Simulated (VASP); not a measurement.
The system is Ni.

```
Ni
1.0
     0.00000    1.73757    1.73757
     1.73757    0.00000    1.73757
     1.73757    1.73757    0.00000
Ni
1
Direct
  0.00000 0.00000 0.00000
```

* Program: VASP 6.6.1
* Task: relaxation of cell and atoms
* Functional: RPBE
* Potentials or basis: VASP PAW PBE potentials, release 64 (Ni)
* Cutoff: 600 eV
* k mesh: 13 × 13 × 13
* Occupations: fermi-dirac, width 0.05 eV
* Spin: collinear spin, ferromagnetic start
* Starting moments: [1.0] μB

At the start: pressure 13.9 GPa; volume 10.49 Å³/atom.

**Question.** Where does the relaxation end?

**Answer.** Over 3 steps the energy falls by 29.2 meV/atom and the volume is 11.22 Å³/atom (+6.9 %); space group Fm-3m (No. 225, to 0.05 Å); moment 0.63 μB per cell.

The path:
| step | energy change (eV) | largest force (eV/Å) | pressure (GPa) | volume (Å³) |
| --- | --- | --- | --- | --- |
| 1 | 0.0000 | 0.0000 | 13.95 | 10.49 |
| 2 | -0.0061 | 0.0000 | -9.52 | 11.94 |
| 3 | -0.0292 | 0.0000 | -0.03 | 11.22 |

Final structure:
```
CELL_PARAMETERS angstrom
0.00000 1.77669 1.77669
1.77669 0.00000 1.77669
1.77669 1.77669 0.00000
ATOMIC_POSITIONS crystal
Ni 0.00000 0.00000 0.00000
```

Caveat: the PAW data sets were made with another functional, which shifts forces and pressure a little.
